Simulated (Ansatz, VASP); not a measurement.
## InP in VASP and in Ansatz

```
In P
1.0
     0.00000    2.93050    2.93050
     2.93050    0.00000    2.93050
     2.93050    2.93050    0.00000
In P
1 1
Direct
  0.00000 0.00000 0.00000
  0.25000 0.25000 0.25000
```

Alike in both runs: task relaxation of cell and atoms; functional r2SCAN; k mesh 8 × 8 × 8; occupations fermi-dirac, width 0.02 eV; no spin polarisation.

```csv
,VASP,Ansatz
version,VASP 6.6.1,Ansatz 0.2.0
potentials or method,"VASP PAW PBE potentials, release 64 (In_d, P), cutoff 600 eV",PAW plane waves
valence electrons in the cell,18,18
```

```tsv
	VASP	Ansatz	Ansatz less VASP
gap on the k mesh at the Fermi level, each at its own relaxed structure (eV)	1.04	1.02	-0.018
relaxed volume (Å³/atom)	25.73	25.77	+0.044
relaxed cell length with the largest relative difference (Å)	4.175	4.177	+0.0024
```

VASP's potentials were made for PBE, not for r2SCAN.
